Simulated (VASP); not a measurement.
# CdS3 (Fm-3m) in VASP: a series of runs, part 2 of 2

VASP 6.6.1. Earlier steps stand in the parts before.

**4. Relaxation of cell and atoms, PBE**

This run uses another cell than the first one, of 28.83 Å³/atom, 1.607 times its volume.

INCAR

```
SYSTEM = CdS3
PREC     = Accurate       ! precision mode
ENCUT    = 500            ! plane-wave cutoff, eV
EDIFF    = 1E-7           ! SCF threshold, eV
ISMEAR   = 0              ! smearing method
SIGMA    = 0.1            ! smearing width, eV
LREAL    = .False.        ! projectors in reciprocal space
LASPH    = .True.         ! aspherical terms in the spheres
NELM     = 120            ! most SCF steps
ALGO     = Normal         ! electronic algorithm
ISIF     = 3              ! what is computed and relaxed
LWAVE    = .False.        ! write WAVECAR
LCHARG   = .False.        ! write CHGCAR
GGA      = PE             ! functional
IBRION   = 2              ! ionic algorithm
NSW      = 90             ! ionic steps
EDIFFG   = -0.04          ! ionic threshold
GGA_COMPAT= .False.      
NELMIN   = 4
```

KPOINTS

```
regular mesh
0
Gamma
  4 4 4
  0 0 0
```

POSCAR

```
CdS3
1.0
    0.0000000000      3.8635041000      3.8635041000
    3.8635041000      0.0000000000      3.8635041000
    3.8635041000      3.8635041000      0.0000000000
Cd S
1 3
Direct
    0.5000000000      0.5000000000      0.5000000000
    0.0000000000      0.0000000000      0.0000000000
    0.2500000000      0.2500000000      0.2500000000
    0.7500000000      0.7500000000      0.7500000000
```

Potentials or basis: VASP PAW PBE potentials, release 64 (Cd, S).

Command:

```console
$ cat potpaw_PBE.64/Cd/POTCAR potpaw_PBE.64/S/POTCAR > POTCAR
$ mpirun -np 1 vasp_std > vasp.out
```

OUTCAR:

```text
SYSTEM = CdS3
   PREC = Accurate
   ENCUT = 500
   EDIFF = 1E-7
   ISMEAR = 0
   LREAL = .False.
   LASPH = .True.
   NELM = 120
   ISIF = 3
   GGA = PE
   IBRION = 2
   NSW = 90
   EDIFFG = -0.04
   NELMIN = 4

 ion  position               nearest neighbor table
   1  0.500  0.500  0.500-
   2  0.000  0.000  0.000-
   3  0.250  0.250  0.250-
   4  0.750  0.750  0.750-

  LATTYP: Found a face centered cubic cell.
 ALAT       =     7.7270082000

  Lattice vectors:

 A1 = (   0.0000000000,   3.8635041000,   3.8635041000)
 A2 = (   3.8635041000,   0.0000000000,   3.8635041000)
 A3 = (   3.8635041000,   3.8635041000,   0.0000000000)

Analysis of symmetry for initial positions (statically):
=====================================================================
 Subroutine PRICEL returns:
 Original cell was already a primitive cell.

 Routine SETGRP: Setting up the symmetry group for a
 face centered cubic supercell.

 Subroutine GETGRP returns: Found 48 space group operations
 (whereof 48 operations were pure point group operations)
 out of a pool of 48 trial point group operations.

The static configuration has the point symmetry O_h .

Analysis of symmetry for dynamics (positions and initial velocities):
=====================================================================
 Subroutine PRICEL returns:
 Original cell was already a primitive cell.

 Routine SETGRP: Setting up the symmetry group for a
 face centered cubic supercell.

 Subroutine GETGRP returns: Found 48 space group operations
 (whereof 48 operations were pure point group operations)
 out of a pool of 48 trial point group operations.

The dynamic configuration has the point symmetry O_h .

 Subroutine INISYM returns: Found 48 space group operations
 (whereof 48 operations are pure point group operations),
 and found     1 'primitive' translations

[... 102 lines left out ...]
  volume/ion in A,a.u.               =      28.83       194.59
  Fermi-wavevector in a.u.,A,eV,Ry     =   1.045018  1.974798 14.858421  1.092063
  Thomas-Fermi vector in A             =   2.179796
   LORBIT       =      0    0 simple, 1 ext, 2 COOP (PROOUT), +10 PAW based schemes
   GGA     = PE    functional components
   LHFCALC =     F    Hartree Fock is set to
   AEXX    =    0.0000 exact exchange contribution
   IVDW    =     0    specifies the selected vdW correction
   LEPSILON=     F    determine dielectric tensor
   LRPA    =     F    only Hartree local field effects (RPA)
 conjugate gradient relaxation of ions
 non-spin polarized calculation
 Gauss-broadening in eV      SIGMA  =   0.10
  energy-cutoff  :      500.00
  volume of cell :      115.34
 maximum number of plane-waves:      2954
   NGX = 19   NGY = 19   NGZ = 19

--------------------------------------- Ionic step        1  -------------------------------------------

 number of electron      30.0000004 magnetization

 Free energy of the ion-electron system (eV)
  ---------------------------------------------------
  ext. energy  EPLUGINS =         0.00000000
  ---------------------------------------------------
  free energy    TOTEN  =        -8.19807883 eV

  energy without entropy =       -8.15585120  energy(sigma->0) =       -8.17696502

------------------------ aborting loop because EDIFF is reached ----------------------------------------

  FORCE on cell =-STRESS in cart. coord.  units (eV):
  Direction    XX          YY          ZZ          XY          YZ          ZX
  --------------------------------------------------------------------------------------
  -------------------------------------------------------------------------------------
  Total       -7.4921179     -7.4921179     -7.4921179     -0.0000000      0.0000000     -0.0000000
  in kB     -104.0737144   -104.0737144   -104.0737144     -0.0000000      0.0000000     -0.0000000
  external PRESSURE =    -104.0737144 kB  Pullay stress =       0.0000000 kB
[... 25 lines left out ...]
--------------------------------------- Ionic step        2  -------------------------------------------

 number of electron      30.0000001 magnetization

 E-fermi :   3.1620     XC(G=0):  -9.9791

 val. band max:        3.1562851012   @ k =   0.5000   0.5000   0.0000
 cond. band min:       3.1684652466   @ k =   0.5000   0.2500   0.0000
 fundamental gap:      0.0121801454
 Fermi energy:         3.1619748212

 k-point     1 :       0.0000    0.0000    0.0000
  band No.  band energies     occupation
      1     -10.4848      2.00000
      2      -7.8140      2.00000
      3      -7.2638      2.00000
      4      -4.8432      2.00000
      5      -4.8432      2.00000
      6      -4.8432      2.00000
[... 278 lines left out ...]
--------------------------------------- Ionic step        5  -------------------------------------------

 number of electron      29.9999998 magnetization

 Free energy of the ion-electron system (eV)
  ---------------------------------------------------
  ext. energy  EPLUGINS =         0.00000000
  ---------------------------------------------------
  free energy    TOTEN  =       -10.43246559 eV

  energy without entropy =      -10.40421801  energy(sigma->0) =      -10.41834180

 E-fermi :   5.1722     XC(G=0): -10.8818

 val. band max:        5.0720126812   @ k =   0.2500   0.0000   0.0000
 cond. band min:       5.1956782237   @ k =   0.5000   0.5000   0.0000
 fundamental gap:      0.1236655425
 Fermi energy:         5.1722067662

 k-point     1 :       0.0000    0.0000    0.0000
  band No.  band energies     occupation
      1      -9.8536      2.00000
      2      -5.9934      2.00000
      3      -5.1643      2.00000
      4      -3.1851      2.00000
      5      -3.1851      2.00000
      6      -3.1851      2.00000
[... 196 lines left out ...]
  FREE ENERGIE OF THE ION-ELECTRON SYSTEM (eV)
  ---------------------------------------------------
  free  energy   TOTEN  =       -10.4324655860 eV

  energy  without entropy=      -10.4042180096  energy(sigma->0) =      -10.41834180

 reached required accuracy - stopping structural energy minimisation
```

Run time: 48 s. Hardware: 1 thread of Intel Xeon 6975P-C (Granite Rapids), shared host; peak memory 0.24 GiB.

Results:

| Quantity | Value |
| --- | --- |
| Free energy | -10.4325 eV |
| Relaxed volume | 18.02 Å³/atom |
| Relaxed cell | a = 4.672 Å, b = 4.672 Å, c = 4.672 Å, α = 60.00°, β = 60.00°, γ = 60.00° |
| Space group after relaxing (to 0.05 Å) | Fm-3m (No. 225) |
| Energy gained by relaxing | 558.6 meV/atom |
| Ionic steps | 5 |
| Pressure after relaxing | -0.1 GPa |
| Band gap on the k mesh | zero (band 15 reaches 5.37 eV, above the bottom of band 16 at 4.60 eV) |

Step by step:
| step | energy change (eV) | largest force (eV/Å) | pressure (GPa) | volume (Å³) |
| --- | --- | --- | --- | --- |
| 1 | 0.0000 | 0.0000 | -10.41 | 115.34 |
| 2 | -1.7812 | 0.0000 | -8.22 | 86.81 |
| 3 | -2.2236 | 0.0000 | -1.73 | 73.97 |
| 4 | -2.2331 | 0.0000 | 0.65 | 71.35 |
| 5 | -2.2344 | 0.0000 | -0.07 | 72.09 |

Final structure:
```
CELL_PARAMETERS angstrom
0.00000 3.30334 3.30334
3.30334 0.00000 3.30334
3.30334 3.30334 0.00000
ATOMIC_POSITIONS crystal
Cd 0.50000 0.50000 0.50000
S 0.00000 0.00000 0.00000
S 0.25000 0.25000 0.25000
S 0.75000 0.75000 0.75000
```

Levels at points of the mesh, in eV from the Fermi level:
```csv
k point,band 10,band 11,band 12,band 13,band 14,band 15,band 16,band 17,band 18,band 19
"(0.00, 0.00, 0.00)",-3.36,-3.36,-2.71,-2.71,-2.71,-0.58,-0.58,-0.58,1.26,5.69
"(0.50, 0.00, 0.00)",-3.93,-3.93,-2.98,-2.98,-1.58,0.20,0.80,0.80,3.22,5.33
"(0.50, 0.50, 0.00)",-5.75,-5.04,-1.48,-0.31,-0.31,0.02,0.61,0.61,2.57,7.32
```

Caveat: the volume moved by over 15 % at a fixed basis, so the end points are rough.

**5. Summary**

| task | cell | gap on the mesh (eV) | pressure (GPa) |
| --- | --- | --- | --- |
| single point | a = 4.665 Å, angles 60.0°, 4 atoms | none | 0.2 |
| single point | a = 5.464 Å, angles 60.0°, 4 atoms | none | -10.4 |
| relaxation of cell and atoms | relaxed from a = 5.464 Å, angles 60.0°, 4 atoms | none | -0.1 |

Alike in all rows: level PBE; potentials or basis VASP PAW PBE potentials, release 64 (Cd, S); no spin polarisation; k mesh 4 × 4 × 4; cutoff (eV) 500; smearing gaussian 0.1 eV.

Caveats: some runs use coarse meshes; the volume moved by over 15 % at a fixed basis, so the end points are rough (some runs).

Total energies depend on the potentials used, so only differences within one code and one set of settings carry meaning.
